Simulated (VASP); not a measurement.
# Rb (Pm-3m) in VASP: a series of runs, part 3 of 3

VASP 6.6.1. The steps go on from the part before.

## (4) Single point, PBE

This run uses another cell than the first one, of 98.53 Å³/atom, 1.250 times its volume.

Input file INCAR:

```
SYSTEM = Rb
ALGO = Normal
EDIFF = 1E-6
ENCUT = 520
GGA = PE
ISIF = 2
ISMEAR = -1
LASPH = .True.
LCHARG = .False.
LREAL = .False.
LWAVE = .False.
NBANDS = 10
NELM = 60
PREC = Accurate
SIGMA = 0.08
```

Input file KPOINTS:

```
k-points
0
Gamma
  9 9 9
  0 0 0
```

Input file POSCAR:

```
Rb
1.0
    4.6186908080      0.0000000000      0.0000000000
    0.0000000000      4.6186908080      0.0000000000
    0.0000000000      0.0000000000      4.6186908080
Rb
1
Direct
    0.0000000000      0.0000000000      0.0000000000
```

Potentials or basis: VASP PAW PBE potentials, release 64 (Rb_sv).

The run is started by

```console
$ cat potpaw_PBE.64/Rb_sv/POTCAR > POTCAR
$ mpirun -np 1 vasp_std > vasp.out
```

OUTCAR:

```text
SYSTEM = Rb
   EDIFF = 1E-6
   ENCUT = 520
   GGA = PE
   ISIF = 2
   ISMEAR = -1
   LASPH = .True.
   LREAL = .False.
   NELM = 60
   PREC = Accurate

 ion  position               nearest neighbor table
   1  0.000  0.000  0.000-

  LATTYP: Found a simple cubic cell.
 ALAT       =     4.6186908080

  Lattice vectors:

 A1 = (   4.6186908080,   0.0000000000,   0.0000000000)
 A2 = (   0.0000000000,   4.6186908080,   0.0000000000)
 A3 = (   0.0000000000,   0.0000000000,   4.6186908080)

Analysis of symmetry for initial positions (statically):
=====================================================================
 Subroutine PRICEL returns:
 Original cell was already a primitive cell.

 Routine SETGRP: Setting up the symmetry group for a
 simple cubic supercell.

 Subroutine GETGRP returns: Found 48 space group operations
 (whereof 48 operations were pure point group operations)
 out of a pool of 48 trial point group operations.

The static configuration has the point symmetry O_h .

Analysis of symmetry for dynamics (positions and initial velocities):
=====================================================================
 Subroutine PRICEL returns:
 Original cell was already a primitive cell.

 Routine SETGRP: Setting up the symmetry group for a
 simple cubic supercell.

 Subroutine GETGRP returns: Found 48 space group operations
 (whereof 48 operations were pure point group operations)
 out of a pool of 48 trial point group operations.

The dynamic configuration has the point symmetry O_h .

 Subroutine INISYM returns: Found 48 space group operations
 (whereof 48 operations are pure point group operations),
 and found     1 'primitive' translations

----------------------------------------------------------------------------------------

                                     Primitive cell

  volume of cell :      98.5273

  direct lattice vectors                    reciprocal lattice vectors
     4.618690808  0.000000000  0.000000000     0.216511570  0.000000000  0.000000000
     0.000000000  4.618690808  0.000000000     0.000000000  0.216511570  0.000000000
     0.000000000  0.000000000  4.618690808     0.000000000  0.000000000  0.216511570

  length of vectors
     4.618690808  4.618690808  4.618690808     0.216511570  0.216511570  0.216511570

  position of ions in fractional coordinates (direct lattice)
     0.000000000  0.000000000  0.000000000

  ion indices of the primitive-cell ions
   primitive index   ion index
                 1           1

----------------------------------------------------------------------------------------

 KPOINTS: k-points

Automatic generation of k-mesh.
 Grid dimensions read from file:
 generate k-points for:    9    9    9

 Generating k-lattice:

  Cartesian coordinates                     Fractional coordinates (reciprocal lattice)
     0.024056841  0.000000000  0.000000000     0.111111111  0.000000000  0.000000000
     0.000000000  0.024056841  0.000000000     0.000000000  0.111111111  0.000000000
     0.000000000  0.000000000  0.024056841     0.000000000  0.000000000  0.111111111

  Length of vectors
     0.024056841  0.024056841  0.024056841

  Shift w.r.t. Gamma in fractional coordinates (k-lattice)
     0.000000000  0.000000000  0.000000000

 Subroutine IBZKPT returns following result:
 ===========================================

 Found     35 irreducible k-points:

 Following reciprocal coordinates:
            Coordinates               Weight
  0.000000  0.000000  0.000000      1.000000
  0.111111  0.000000  0.000000      6.000000
  0.222222  0.000000  0.000000      6.000000
  0.333333  0.000000  0.000000      6.000000
  0.444444  0.000000  0.000000      6.000000
  0.111111  0.111111  0.000000     12.000000
[... 16 lines left out ...]
  0.333333  0.333333  0.111111     24.000000
  0.444444  0.333333  0.111111     48.000000
 [... further k-points ...]
   k-points           NKPTS =     35   k-points in BZ     NKDIM =     35   number of bands    NBANDS=     10
   number of dos      NEDOS =    301   number of ions     NIONS =      1
   total plane-waves  NPLWV =  46656
   dimension x,y,z NGX =    36 NGY =   36 NGZ =   36
   dimension x,y,z NGXF=    72 NGYF=   72 NGZF=   72
   ions per type =               1
   NGX,Y,Z   is equivalent  to a cutoff of  12.96, 12.96, 12.96 a.u.
   NGXF,Y,Z  is equivalent  to a cutoff of  25.92, 25.92, 25.92 a.u.
 SYSTEM =  Rb
   PREC   = accura    normal or accurate (medium, high low for compatibility)
   ISTART =      0    job   : 0-new  1-cont  2-samecut
   ICHARG =      2    charge: 1-file 2-atom 10-const
   ISPIN  =      1    spin polarized calculation?
   LNONCOLLINEAR =      F non collinear calculations
   LSORBIT =      F    spin-orbit coupling
   LASPH  =      T    aspherical Exc in radial PAW
   ENCUT  =  520.0 eV  38.22 Ry    6.18 a.u.   8.59  8.59  8.59*2*pi/ulx,y,z
   NELM   =     60;   NELMIN=  2; NELMDL= -5     # of ELM steps
   EDIFF  = 0.1E-05   stopping-criterion for ELM
   LREAL  =      F    real-space projection
   EDIFFG = 0.1E-04   stopping-criterion for IOM
   NSW    =      0    number of steps for IOM
   IBRION =     -1    ionic relax: 0-MD 1-quasi-New 2-CG
   NFREE  =      0    steps in history (QN), initial steepest desc. (CG)
   ISIF   =      2    stress and relaxation
   ISYM   =      2    0-nonsym 1-usesym 2-fastsym
   POTIM  = 0.5000    time-step for ionic-motion
   TEBEG  =    0.0;   TEEND  =   0.0 temperature during run
   PSTRESS=    0.0 pullay stress
   NELECT =       9.0000    total number of electrons
   NUPDOWN=      -1.0000    fix difference up-down
   EMIN   =  10.00;   EMAX   =-10.00  energy-range for DOS
   EFERMI =   0.00;   METHOD = LEGACY
   ISMEAR =    -1;   SIGMA  =   0.08  broadening in eV -4-tet -1-fermi 0-gaus
   EFERMI_NEDOS =   21; number of points for ismear=-14 and -15
   IALGO  =     38    algorithm
   IMIX   =      4    mixing-type and parameters
     AMIX     =   0.40;   BMIX     =  1.00
     AMIX_MAG =   1.60;   BMIX_MAG =  1.00
  volume/ion in A,a.u.               =      98.53       664.90
  Fermi-wavevector in a.u.,A,eV,Ry     =   0.737287  1.393271  7.396027  0.543593
  Thomas-Fermi vector in A             =   1.830932
   LORBIT       =      0    0 simple, 1 ext, 2 COOP (PROOUT), +10 PAW based schemes
   GGA     = PE    functional components
[... 5 lines left out ...]
 non-spin polarized calculation
  energy-cutoff  :      520.00
  volume of cell :       98.53
 maximum number of plane-waves:      2669
 NGX is ok and might be reduce to    36
   NGX = 17   NGY = 17   NGZ = 17

 number of electron       9.0000000 magnetization

 Free energy of the ion-electron system (eV)
  ---------------------------------------------------
  ext. energy  EPLUGINS =         0.00000000
  ---------------------------------------------------
  free energy    TOTEN  =        -0.84987729 eV

  energy without entropy =       -0.83035665  energy(sigma->0) =       -0.84011697

 E-fermi :  -0.1406     XC(G=0):  -5.2657

 val. band max:       -0.1701153477   @ k =   0.3333   0.3333   0.1111
 cond. band min:      -0.0980757290   @ k =   0.4444   0.2222   0.0000
 fundamental gap:      0.0720396187
 Fermi energy:        -0.1406041071

 k-point     1 :       0.0000    0.0000    0.0000
  band No.  band energies     occupation
      1     -29.2187      2.00000
      2     -13.2507      2.00000
      3     -13.2507      2.00000
      4     -13.2507      2.00000
      5      -2.0086      2.00000
      6       2.1911      0.00000
      7       2.1911      0.00000
      8       5.5448      0.00000
      9       5.5448      0.00000
     10       5.5459      0.00000

 k-point     2 :       0.1111    0.0000    0.0000
  band No.  band energies     occupation
      1     -29.2182      2.00000
      2     -13.2649      2.00000
      3     -13.2495      2.00000
      4     -13.2495      2.00000
      5      -1.9008      2.00000
      6       2.1281      0.00000
      7       2.2442      0.00000
      8       5.0167      0.00000
      9       5.0167      0.00000
     10       5.1139      0.00000
[... 274 lines left out ...]
 k-point    24 :       0.4444    0.3333    0.1111
  band No.  band energies     occupation
      1     -29.2108      2.00000
      2     -13.3529      2.00000
      3     -13.3251      2.00000
      4     -13.2467      2.00000
      5       0.3671      0.00350
      6       1.0386      0.00000
      7       2.2450      0.00000
      8       2.8112      0.00000
      9       4.1008      0.00000
     10       4.3449      0.00000

 [... further k-points ...]
[... 5 lines left out ...]
  --------------------------------------------------------------------------------------
  -------------------------------------------------------------------------------------
  Total        0.0073690      0.0073690      0.0073690      0.0000000      0.0000000     -0.0000000
  in kB        0.1198287      0.1198287      0.1198287      0.0000000      0.0000000     -0.0000000
  external PRESSURE =       0.1198287 kB  Pullay stress =       0.0000000 kB

 VOLUME and BASIS-vectors are now :
 -----------------------------------------------------------------------------
  energy-cutoff  :      520.00
  volume of cell :       98.53
      direct lattice vectors                 reciprocal lattice vectors
     4.618690808  0.000000000  0.000000000     0.216511570  0.000000000  0.000000000
     0.000000000  4.618690808  0.000000000     0.000000000  0.216511570  0.000000000
     0.000000000  0.000000000  4.618690808     0.000000000  0.000000000  0.216511570

 POSITION                                       TOTAL-FORCE (eV/Angst)
 -----------------------------------------------------------------------------------
      0.00000      0.00000      0.00000         0.000000      0.000000      0.000000
 -----------------------------------------------------------------------------------
    total drift:                                0.000000      0.000000     -0.000000

  FREE ENERGIE OF THE ION-ELECTRON SYSTEM (eV)
  ---------------------------------------------------
  free  energy   TOTEN  =        -0.8498772865 eV

  energy  without entropy=       -0.8303566542  energy(sigma->0) =       -0.84011697
```

Wall time 16 s (1 thread of Intel Xeon Platinum 8259CL at 2.50GHz (Skylake/Cascade Lake), shared host); peak memory 0.2 GiB.

Results:

| Property | Result |
| --- | --- |
| Free energy | -0.8499 eV |
| Pressure | 0.0 GPa |

## (5) Single point, PBE

This run uses another cell than the first one, of 98.53 Å³/atom, 1.250 times its volume.

Input file INCAR:

```
PREC = Accurate ; ENCUT = 520
EDIFF = 1E-6 ; ISMEAR = -1
SIGMA = 0.08 ; LREAL = F
LASPH = T ; NELM = 60
ALGO = Normal ; ISIF = 2
LWAVE = F ; LCHARG = F
GGA = PE ; NBANDS = 10
```

Input file KPOINTS:

```
Automatic mesh
0
Gamma
  9 9 9
```

POSCAR is that of step 4.

The run is started by

```console
$ cat potpaw_PBE.64/Rb_sv/POTCAR > POTCAR
$ mpirun -np 1 vasp_std > vasp.out
```

It took 16 s on 1 thread of Intel Xeon Platinum 8259CL at 2.50GHz (Skylake/Cascade Lake), shared host; peak memory 0.2 GiB.

It converged, with:

```
Free energy : -0.8499 eV
Pressure    : 0.0 GPa
```

Levels at points of the mesh, in eV from the Fermi level:
```
           k point  band 3  band 4  band 5  band 6  band 7  band 8
(0.00, 0.00, 0.00)  -13.11  -13.11   -1.87    2.33    2.33    5.69
```

## (6) Relaxation of cell and atoms, PBE

This run uses another cell than the first one, of 98.53 Å³/atom, 1.250 times its volume.

Input file INCAR:

```
SYSTEM = Rb
ALGO = Normal
EDIFF = 1E-6
EDIFFG = -0.005
ENCUT = 600
GGA = PE
IBRION = 2
ISIF = 3
ISMEAR = -1
LASPH = .TRUE.
LCHARG = .FALSE.
LREAL = .FALSE.
LWAVE = .FALSE.
NELM = 100
NSW = 60
PREC = Accurate
SIGMA = 0.08
```

Input file KPOINTS:

```
k-points
0
G
  9 9 9
  0 0 0
```

POSCAR is that of step 5.

Potentials or basis: VASP PAW PBE potentials, release 64 (Rb_sv).

The run is started by

```console
$ cat potpaw_PBE.64/Rb_sv/POTCAR > POTCAR
$ mpirun -np 1 vasp_std > vasp.out
```

OUTCAR:

```text
SYSTEM = Rb
   EDIFF = 1E-6
   EDIFFG = -0.005
   ENCUT = 600
   GGA = PE
   IBRION = 2
   ISIF = 3
   ISMEAR = -1
   LASPH = .TRUE.
   LREAL = .FALSE.
   NELM = 100
   NSW = 60
   PREC = Accurate

 ion  position               nearest neighbor table
   1  0.000  0.000  0.000-

  LATTYP: Found a simple cubic cell.
 ALAT       =     4.6186908080

  Lattice vectors:

 A1 = (   4.6186908080,   0.0000000000,   0.0000000000)
 A2 = (   0.0000000000,   4.6186908080,   0.0000000000)
 A3 = (   0.0000000000,   0.0000000000,   4.6186908080)

Analysis of symmetry for initial positions (statically):
=====================================================================
 Subroutine PRICEL returns:
 Original cell was already a primitive cell.
[... 245 lines left out ...]
  free energy    TOTEN  =        -0.84986624 eV

  energy without entropy =       -0.83031915  energy(sigma->0) =       -0.84009269

 E-fermi :  -0.1488     XC(G=0):  -5.2573

 val. band max:       -0.1780169807   @ k =   0.3333   0.3333   0.1111
 cond. band min:      -0.1065335308   @ k =   0.4444   0.2222   0.0000
 fundamental gap:      0.0714834499
 Fermi energy:        -0.1488028426

 k-point     1 :       0.0000    0.0000    0.0000
  band No.  band energies     occupation
      1     -29.2285      2.00000
      2     -13.2605      2.00000
      3     -13.2605      2.00000
      4     -13.2605      2.00000
      5      -2.0121      2.00000
      6       2.1831      0.00000
      7       2.1831      0.00000
      8       5.5231      0.00000
[... 243 lines left out ...]
 k-point    24 :       0.4444    0.3333    0.1111
  band No.  band energies     occupation
      1     -29.2207      2.00000
      2     -13.3614      2.00000
      3     -13.3340      2.00000
      4     -13.2565      2.00000
      5       0.3591      0.00349
      6       1.0284      0.00000
      7       2.2331      0.00000
      8       2.7982      0.00000

 [... further k-points ...]
[... 5 lines left out ...]
  --------------------------------------------------------------------------------------
  -------------------------------------------------------------------------------------
  Total        0.0032075      0.0032075      0.0032075     -0.0000000     -0.0000000     -0.0000000
  in kB        0.0519665      0.0519665      0.0519665     -0.0000000     -0.0000000     -0.0000000
  external PRESSURE =       0.0519665 kB  Pullay stress =       0.0000000 kB
[... 16 lines left out ...]
  FREE ENERGIE OF THE ION-ELECTRON SYSTEM (eV)
  ---------------------------------------------------
  free  energy   TOTEN  =        -0.8498662406 eV

  energy  without entropy=       -0.8303191494  energy(sigma->0) =       -0.84009269

 reached required accuracy - stopping structural energy minimisation
```

OSZICAR:

```text
N       E                     dE             d eps       ncg     rms          rms(c)
DAV:   1     0.552824594384E+02    0.55282E+02   -0.34266E+03   560   0.898E+02
DAV:   2     0.243579961206E+01   -0.52847E+02   -0.52292E+02   664   0.143E+02
DAV:   3    -0.753607893751E+00   -0.31894E+01   -0.31846E+01   704   0.446E+01
DAV:   4    -0.849419651699E+00   -0.95812E-01   -0.95644E-01   904   0.641E+00
[... 13 lines left out ...]
       N       E                     dE             d eps       ncg     rms          rms(c)
DAV:   1    -0.850130601589E+00   -0.27449E-03   -0.63345E-03   576   0.594E-01    0.751E-02
DAV:   2    -0.849928219615E+00    0.20238E-03   -0.45816E-04   560   0.181E-01    0.366E-02
DAV:   3    -0.849866246833E+00    0.61973E-04   -0.33619E-04   840   0.114E-01    0.808E-03
DAV:   4    -0.849866240562E+00    0.62710E-08   -0.41047E-06   640   0.212E-02
   3 F= -.84986624E+00 E0= -.84009269E+00  d E =-.217577E-04
```

Run time: 42 s. Hardware: 1 thread of Intel Xeon Platinum 8259CL at 2.50GHz (Skylake/Cascade Lake), shared host; peak memory 0.26 GiB.

What came out:

```yaml
Free_energy: -0.8499 eV
Relaxed_volume: 98.89 Å³/atom
Relaxed_cell: a = 4.624 Å, b = 4.624 Å, c = 4.624 Å, α = 90.00°, β = 90.00°, γ = 90.00°
Space_group_after_relaxing_to_0.05_Å: Pm-3m (No. 221)
Energy_gained_by_relaxing: 0.0 meV/atom
Ionic_steps: 3
Pressure_after_relaxing: 0.0 GPa
```

Final structure:
```
Rb
1.0
     4.62434    0.00000    0.00000
     0.00000    4.62434    0.00000
     0.00000    0.00000    4.62434
Rb
1
Direct
  0.00000 0.00000 0.00000
```

Levels at points of the mesh, in eV from the Fermi level:
```
           k point  band 2  band 3  band 4  band 5  band 6  band 7  band 8
(0.00, 0.00, 0.00)  -13.11  -13.11  -13.11   -1.86    2.33    2.33    5.67
```

## (7) The runs side by side

| task | cell | cutoff (eV) | gap on the mesh (eV) | pressure (GPa) |
| --- | --- | --- | --- | --- |
| single point | a = 4.288 Å, 1 atom | 520 | none | 0.8 |
| single point | a = 4.459 Å, 1 atom | 520 | none | 0.3 |
| single point | a = 4.619 Å, 1 atom | 520 | none | 0.0 |
| relaxation of cell and atoms | relaxed from a = 4.619 Å, 1 atom | 600 | none | 0.0 |

Alike in all rows: level PBE; potentials or basis VASP PAW PBE potentials, release 64 (Rb_sv); no spin polarisation; k mesh 9 × 9 × 9; smearing fermi-dirac 0.08 eV.

Total energies depend on the potentials used, so only differences within one code and one set of settings carry meaning.
